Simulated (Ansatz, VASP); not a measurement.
## Mg: VASP beside Ansatz

File INCAR:

```
ALGO = Normal
EDIFF = 1E-6
ENCUT = 520
GGA = PE
ISIF = 2
ISMEAR = 0
LASPH = True
LCHARG = True
LELF = True
LREAL = False
LVHAR = True
LWAVE = False
NBANDS = 7
NELM = 100
PREC = Accurate
SIGMA = 0.15
```

File KPOINTS:

```
k-points
0
Gamma
  14 14 14
```

Contents of POSCAR:

```
Mg
1.0
   -1.8355793348      1.8355793348      1.7049142795
    1.8355793348     -1.8355793348      1.7049142795
    1.8355793348      1.8355793348     -1.7049142795
Mg
1
Direct
    0.0000000000      0.0000000000      0.0000000000
```

Input for Ansatz:

```yaml
crystal:
  lattice:
    - [-1.8355793348, 1.8355793348, 1.7049142795]
    - [1.8355793348, -1.8355793348, 1.7049142795]
    - [1.8355793348, 1.8355793348, -1.7049142795]
  atoms:
    - { symbol: Mg, position: [0.0, 0.0, 0.0] }
basis:
  ecutwfc: 420
kpoints:
  mp_grid: { grid: [14, 14, 14] }
hamiltonian:
  xc: pbe
scf:
  occupations: { method: gaussian, width: 0.15 }
output:
  forces: true
  stress: true
  eigenvalues: true
```

Alike in both runs: task single point; functional PBE; k mesh 14 × 14 × 14; occupations gaussian, width 0.15 eV; no spin polarisation.

```csv
,VASP,Ansatz
version,VASP 6.6.1,Ansatz 0.2.0
potentials or method,"VASP PAW PBE potentials, release 64 (Mg), cutoff 520 eV","scalar-relativistic, plane waves, PAW"
valence electrons in the cell,2,10
```

```tsv
	VASP	Ansatz	Ansatz less VASP
gap on the k mesh at the Fermi level (eV)	none	none	-
pressure (GPa)	-0.2	0.0	+0.13
traceless stress, the component that is largest in VASP (GPa)	0.31	0.32	+0.004
```

A gap of «none» marks a metal or a gap that the smearing closes. VASP's potentials hold 2 valence electrons a cell and Ansatz's 10, so a difference there can come from the potentials and not from the codes.
